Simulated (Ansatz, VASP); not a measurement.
## One calculation of ZnO, two programs

File INCAR:

```
PREC = Accurate ; ENCUT = 520
EDIFF = 1E-6 ; ISMEAR = 0
SIGMA = 0.05 ; LREAL = False
LASPH = True ; NELM = 80
ALGO = Normal ; ISIF = 2
LWAVE = False ; LCHARG = False
GGA = CA ; NBANDS = 26
```

KPOINTS

```
Automatic mesh
0
Gamma
  12 12 6
```

Contents of POSCAR:

```
ZnO
1.0
    3.1457972038      0.0000000000      0.0000000000
   -1.5728986019      2.7243402936      0.0000000000
    0.0000000000      0.0000000000      5.2896579982
Zn O
2 2
Direct
    0.3333333333      0.6666666667      0.0018514197
    0.6666666667      0.3333333333      0.5018514197
    0.3333333333      0.6666666667      0.4254632686
    0.6666666667      0.3333333333      0.9254632686
```

Input for Ansatz:

```yaml
crystal:
  lattice:
    - [3.1457972038, 0.0, 0.0]
    - [-1.5728986019, 2.7243402936, 0.0]
    - [0.0, 0.0, 5.2896579982]
  atoms:
    - { symbol: Zn, position: [0.3333333333, 0.6666666667, 0.0018514197] }
    - { symbol: Zn, position: [0.6666666667, 0.3333333333, 0.5018514197] }
    - { symbol: O, position: [0.3333333333, 0.6666666667, 0.4254632686] }
    - { symbol: O, position: [0.6666666667, 0.3333333333, 0.9254632686] }
basis:
  ecutwfc: 520.0
kpoints:
  mp_grid: { grid: [12, 12, 6] }
hamiltonian:
  xc: lda
  pseudopotentials: { kind: paw, azcp: { folder: soft_1 } }
scf:
  occupations: { method: gaussian, width: 0.05 }
output:
  forces: true
  stress: true
  eigenvalues: true
```

Alike in both runs: task single point; functional LDA; k mesh 12 × 12 × 6; occupations gaussian, width 0.05 eV; no spin polarisation.

```csv
,VASP,Ansatz
version,VASP 6.6.1,Ansatz 0.2.0
potentials or method,"VASP PAW LDA potentials, release 64 (Zn, O), cutoff 520 eV","scalar-relativistic, plane waves, PAW"
valence electrons in the cell,36,36
```

|  | VASP | Ansatz | Ansatz less VASP |
| --- | --- | --- | --- |
| gap on the k mesh at the Fermi level (eV) | 0.83 | 0.81 | -0.019 |
| least direct gap on the mesh (eV) | 0.83 | 0.81 | -0.019 |
| pressure (GPa) | 7.9 | 6.3 | -1.56 |
| traceless stress, the component that is largest in VASP (GPa) | -15.50 | -14.45 | +1.048 |
| rms of the force components (eV/Å) | 0.505 | 0.476 | -0.0286 |

Ansatz warns that its potentials were made for another functional, while VASP's fit it. LDA's correlation is that of Perdew and Zunger in VASP and of Perdew and Wang (1992) in Ansatz. Atom by atom the forces differ by 0.029 eV/Å (rms over components).
